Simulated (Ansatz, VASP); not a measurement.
**BiRu3 in VASP and in Ansatz**

File INCAR:

```
SYSTEM = BiRu3
PREC     = Accurate       ! precision mode
ENCUT    = 500            ! plane-wave cutoff, eV
EDIFF    = 1E-7           ! SCF threshold, eV
ISMEAR   = 0              ! smearing method
SIGMA    = 0.1            ! smearing width, eV
LREAL    = .FALSE.        ! projectors in reciprocal space
LASPH    = .TRUE.         ! aspherical terms in the spheres
NELM     = 120            ! most SCF steps
ALGO     = Normal         ! electronic algorithm
ISIF     = 3              ! what is computed and relaxed
LWAVE    = .FALSE.        ! write WAVECAR
LCHARG   = .FALSE.        ! write CHGCAR
GGA      = PE             ! functional
IBRION   = 2              ! ionic algorithm
NSW      = 90             ! ionic steps
EDIFFG   = -0.04          ! ionic threshold
GGA_COMPAT= .FALSE.      
NELMIN   = 4
```

The input KPOINTS:

```
Automatic mesh
0
G
  4 4 4
  0 0 0
```

The input POSCAR:

```
BiRu3
1.0
    4.0833908303      0.0000000000      0.0000000000
    0.0000000000      4.0833908303      0.0000000000
    0.0000000000      0.0000000000      4.0833908303
Bi Ru
1 3
Direct
    0.0000000000      0.0000000000      0.0000000000
    0.0000000000      0.5000000000      0.5000000000
    0.5000000000      0.0000000000      0.5000000000
    0.5000000000      0.5000000000      0.0000000000
```

Input for Ansatz:

```yaml
crystal:
  lattice:
    - [4.0833908303, 0.0, 0.0]
    - [0.0, 4.0833908303, 0.0]
    - [0.0, 0.0, 4.0833908303]
  atoms:
    - { symbol: Bi, position: [0.0, 0.0, 0.0] }
    - { symbol: Ru, position: [0.0, 0.5, 0.5] }
    - { symbol: Ru, position: [0.5, 0.0, 0.5] }
    - { symbol: Ru, position: [0.5, 0.5, 0.0] }
basis:
  ecutwfc: 420
kpoints:
  mp_grid: { grid: [4, 4, 4] }
hamiltonian:
  xc: pbe
scf:
  occupations: { method: gaussian, width: 0.1 }
  lower_state_search: "off"
output:
  forces: true
  stress: true
  eigenvalues: true
relax:
  adjacent_minimum: "off"
  f_tol: 0.04
  max_steps: 70
  cell: { stress_tol: 0.4 }
```

Alike in both runs: task relaxation of cell and atoms; functional PBE; k mesh 4 × 4 × 4; occupations gaussian, width 0.1 eV; no spin polarisation.

```csv
,VASP,Ansatz
version,VASP 6.6.1,Ansatz 0.2.0
potentials or method,"VASP PAW PBE potentials, release 64 (Bi_d, Ru_pv), cutoff 500 eV","scalar-relativistic, plane waves, PAW"
valence electrons in the cell,57,63
```

Ansatz gave:

```
gap on the k mesh at the Fermi level, each at its own relaxed structure (eV) : none
relaxed volume (Å³/atom)                                                     : 16.35
relaxed cell length with the largest relative difference (Å)                 : 4.029
```

Problem. Which values does VASP return?

Solution. gap on the k mesh at the Fermi level, each at its own relaxed structure (eV): none; relaxed volume (Å³/atom): 16.38; relaxed cell length with the largest relative difference (Å): 4.031.

A gap of «none» marks a metal or a gap that the smearing closes. VASP's potentials hold 57 valence electrons a cell and Ansatz's 63, so a difference there can come from the potentials and not from the codes.

The k mesh is coarse, so the values compare programs but aren't converged. Spin-orbit coupling is off throughout.
